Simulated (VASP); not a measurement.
Pt: single point with PBEsol

The system is Pt.

```xyz
1
Lattice="0.0000 1.9579 2.0558 1.9579 0.0000 2.0558 1.9579 1.9579 0.0000" Properties=species:S:1:pos:R:3 pbc="T T T"
Pt    0.0000    0.0000    0.0000
```

This cell differs from its parent crystal: strain +0.000 along x and y, +0.050 along z.

```yaml
Program: VASP 6.6.1
Task: single point
Functional: PBEsol
Potentials_or_basis: VASP PAW PBE potentials, release 64 (Pt)
Cutoff: 520 eV
k_mesh: 20 × 20 × 20
Occupations: gaussian, width 0.15 eV
Spin: no spin polarisation
Dipole_correction: no
Further_INCAR_settings: ALGO = Normal; EDIFF = 1e-07; NBANDS = 11
```

| Quantity | Value |
| --- | --- |
| Pressure | -11.9 GPa |
| Band gap on the k mesh | zero (band 5 reaches 10.96 eV, above the bottom of band 6 at 8.67 eV) |

Stress tensor (GPa, compression positive):
```
-10.33   0.00   0.00
  0.00 -10.33   0.00
  0.00   0.00 -15.15
```

Levels at points of the mesh, in eV from the Fermi level:
| k point | band 2 | band 3 | band 4 | band 5 | band 6 | band 7 | band 8 | band 9 |
| --- | --- | --- | --- | --- | --- | --- | --- | --- |
| (0.00, 0.00, 0.00) | -3.90 | -3.34 | -3.34 | -1.85 | -1.20 | 14.78 | 18.70 | 19.83 |
| (0.50, 0.00, 0.00) | -3.84 | -3.32 | -0.36 | -0.08 | 0.16 | 5.50 | 14.20 | 18.25 |
| (0.50, 0.50, 0.00) | -6.20 | 0.06 | 0.43 | 0.43 | 1.22 | 7.57 | 11.79 | 11.79 |
| (0.50, 0.00, 0.50) | -6.17 | -0.03 | 0.22 | 0.70 | 2.11 | 8.79 | 10.80 | 11.06 |

It took 30 s on 1 thread of Intel(R) Xeon(R) 6975P-C (Granite Rapids), on a shared host, peak memory 0.23 GiB.

Caveat: the cell differs from its parent crystal (strain +0.000 along x and y, +0.050 along z); the PAW data sets were made with another functional, which shifts forces and pressure a little; spin-orbit coupling is left out, which moves the levels of the heavy elements.
